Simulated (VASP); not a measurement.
Here is a VASP 6.6.1 calculation.

Contents of INCAR:

```
SYSTEM = Rh
PREC = Accurate
ENCUT = 520
EDIFF = 1E-6
ISMEAR = -1
SIGMA = 0.02
LREAL = .False.
LASPH = .True.
NELM = 60
ALGO = Normal
ISIF = 2
LWAVE = .False.
LCHARG = .True.
GGA = PE
LELF = .True.
LVHAR = .True.
NBANDS = 14
```

KPOINTS

```
regular mesh
0
Gamma
  5 5 5
  0 0 0
```

The input POSCAR:

```
Rh
1.0
    0.0000000000      1.8978500000      1.8978500000
    1.8978500000      0.0000000000      1.8978500000
    1.8978500000      1.8978500000      0.0000000000
Rh
1
Direct
    0.0000000000      0.0000000000      0.0000000000
```

Potentials or basis: VASP PAW PBE potentials, release 64 (Rh_pv).

Command:

```sh
$ cat potpaw_PBE.64/Rh_pv/POTCAR > POTCAR
$ mpirun -np 1 vasp_std > vasp.out
```

(1) Estimate the pressure.

Answers

(1) 10.2 GPa.

Caveat: the k points lie up to 0.57 Å⁻¹ apart.
